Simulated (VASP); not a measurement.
Input of a VASP 6.6.1 run:

File POSCAR:

```
CdTe
1.0
    0.0000000000      3.2799012452      3.2985966823
    3.2799012452      0.0000000000      3.2985966823
    3.2799012452      3.2799012452      0.0000000000
Cd Te
1 1
Direct
    0.0000000000      0.0000000000      0.0000000000
    0.2500000000      0.2500000000      0.2500000000
```

File INCAR.step1:

```
PREC = Accurate
ENCUT = 520
EDIFF = 1E-5
ISMEAR = 0
SIGMA = 0.01
LREAL = F
LASPH = T
NELM = 60
ALGO = Normal
ISIF = 2
LWAVE = T
LCHARG = F
GGA = PE
NBANDS = 16
```

Contents of INCAR.step2:

```
PREC = Accurate
ENCUT = 520
EDIFF = 1E-7
ISMEAR = 0
SIGMA = 0.01
LREAL = F
LASPH = T
NELM = 60
ALGO = Normal
ISIF = 2
LWAVE = F
LCHARG = F
GGA = PE
LHFCALC = T
HFSCREEN = 0.2079
PRECFOCK = Normal
ISTART = 1
NBANDS = 16
```

KPOINTS

```
Automatic mesh
0
Gamma
  4 4 4
```

Potentials or basis: VASP PAW PBE potentials, release 64 (Cd, Te).

Run with:

```sh
$ cat potpaw_PBE.64/Cd/POTCAR potpaw_PBE.64/Te/POTCAR > POTCAR
$ cp INCAR.step1 INCAR
$ mpirun -np 1 vasp_std > vasp.out
$ cp INCAR.step2 INCAR
$ mpirun -np 1 vasp_std > vasp.out
```

Q: Predict the pressure.

A: 0.0 GPa.

Q: Estimate the band gap on the k mesh.

A: 1.42 eV, direct.

Stress tensor (GPa, compression positive):
```
 0.05  0.00  0.00
 0.00  0.05  0.00
 0.00  0.00 -0.06
```

Caveat: the cell differs from its parent crystal (uniaxial z strain +0.6%); the PAW data sets were made with another functional, which shifts forces and pressure a little; spin-orbit coupling is left out, which moves the levels of the heavy elements.
